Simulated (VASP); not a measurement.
## MoS2: single point with PBEsol

The system is MoS2, a slab with vacuum.

```
Mo S
1.0
    -3.14143    0.00000    0.00000
    -1.57072   -2.72056    0.00000
     0.00000    0.00000   18.57882
Mo S
2 4
Direct
  0.33333 0.33333 0.16926
  0.66667 0.66667 0.50779
  0.33333 0.33333 0.42387
  0.66667 0.66667 0.08534
  0.33333 0.33333 0.59171
  0.66667 0.66667 0.25318
```

This cell differs from its parent crystal: the distance across one plane changed.

```
Program             : VASP 6.6.1
Task                : single point
Functional          : PBEsol
Potentials or basis : VASP PAW PBE potentials, release 64 (Mo_sv, S)
Cutoff              : 520 eV
k mesh              : 10 × 10 × 2
Occupations         : gaussian, width 0.05 eV
Spin                : no spin polarisation
```

The largest force is 0.023 eV/Å. The band gap on the k mesh is 1.45 eV (least direct gap 2.02 eV).

Forces on the atoms (eV/Å):
```
Mo   0.000  0.000 -0.023
Mo   0.000  0.000  0.023
S    0.000  0.000 -0.002
S    0.000  0.000  0.020
S    0.000  0.000 -0.020
S    0.000  0.000  0.002
```

Levels at points of the mesh, in eV from the valence-band top:
```
           k point  band 23  band 24  band 25  band 26  band 27  band 28  band 29  band 30
(0.00, 0.00, 0.00)    -1.81    -1.75    -0.63     0.00     2.52     2.52     2.53     2.53
(0.50, 0.00, 0.00)    -1.29    -1.21    -1.05    -1.02     2.03     2.05     2.48     2.61
(0.00, 0.00, 0.50)    -1.81    -1.75    -0.63     0.00     2.52     2.52     2.53     2.53
(0.50, 0.00, 0.50)    -1.29    -1.21    -1.05    -1.02     2.03     2.05     2.48     2.61
```

It took 4.8 min on 1 thread of Intel Xeon 8259CL, on a shared host, peak memory 0.33 GiB.

Caveat: the cell differs from its parent crystal (the distance across one plane changed); there is no dipole correction, which matters where the two faces differ; the PAW data sets were made with another functional, which shifts forces and pressure a little.
